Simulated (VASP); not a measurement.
Wanted: the native input for a VASP 6.6.1 run.

```
Task                               : single point
Functional                         : r2SCANh
Potentials or basis                : VASP PAW PBE potentials, release 64 (Se, Zn)
Cutoff                             : 520 eV
k mesh                             : 4 × 4 × 4
Occupations                        : fermi-dirac, width 0.05 eV
Spin                               : no spin polarisation
Dipole correction                  : no
Grid for exact exchange (PRECFOCK) : Normal
Further INCAR settings             : ALGO = Normal; EDIFF = 1e-06; NBANDS = 16
Share of exact exchange            : 0.1
```

Crystal: ZnSe.

```
Se Zn
1.0
     0.00000    2.83380    2.83380
     2.83380    0.00000    2.83380
     2.83380    2.83380    0.00000
Se Zn
1 1
Direct
  0.75000 0.75000 0.75000
  0.00000 0.00000 0.00000
```

These files were run (other wordings do the same):

POSCAR

```
ZnSe
1.0
    0.0000000000      2.8338000000      2.8338000000
    2.8338000000      0.0000000000      2.8338000000
    2.8338000000      2.8338000000      0.0000000000
Se Zn
1 1
Direct
    0.7500000000      0.7500000000      0.7500000000
    0.0000000000      0.0000000000      0.0000000000
```

INCAR.step1

```
SYSTEM = ZnSe
PREC = Accurate ; ENCUT = 520
EDIFF = 1E-5 ; ISMEAR = -1
SIGMA = 0.05 ; LREAL = .FALSE.
LASPH = .TRUE. ; NELM = 80
ALGO = Normal ; ISIF = 2
LWAVE = .TRUE. ; LCHARG = .FALSE.
GGA = PE ; NBANDS = 16
```

INCAR.step2

```
SYSTEM = ZnSe
PREC = Accurate ; ENCUT = 520
EDIFF = 1E-6 ; ISMEAR = -1
SIGMA = 0.05 ; LREAL = .FALSE.
LASPH = .TRUE. ; NELM = 80
ALGO = Normal ; ISIF = 2
LWAVE = .FALSE. ; LCHARG = .FALSE.
METAGGA = R2SCAN ; LHFCALC = .TRUE.
AEXX = 0.1 ; LMIXTAU = .TRUE.
PRECFOCK = Normal ; ISTART = 1
NBANDS = 16
```

KPOINTS

```
regular mesh
0
G
  4 4 4
  0 0 0
```

Potentials or basis: VASP PAW PBE potentials, release 64 (Se, Zn).

Launch:

```console
$ cat potpaw_PBE.64/Se/POTCAR potpaw_PBE.64/Zn/POTCAR > POTCAR
$ cp INCAR.step1 INCAR
$ mpirun -np 1 vasp_std > vasp.out
$ cp INCAR.step2 INCAR
$ mpirun -np 1 vasp_std > vasp.out
```

Results of the run:

* Pressure: 0.2 GPa
* Band gap on the k mesh: 2.51 eV

Caveat: the k points lie up to 0.48 Å⁻¹ apart; the PAW data sets were made with another functional, which shifts forces and pressure a little.

Wall time 6.9 min on 1 thread of Intel(R) Xeon(R) Platinum 8259CL CPU @ 2.50GHz (Skylake/Cascade Lake), with other jobs on the host, peak memory 0.18 GiB.
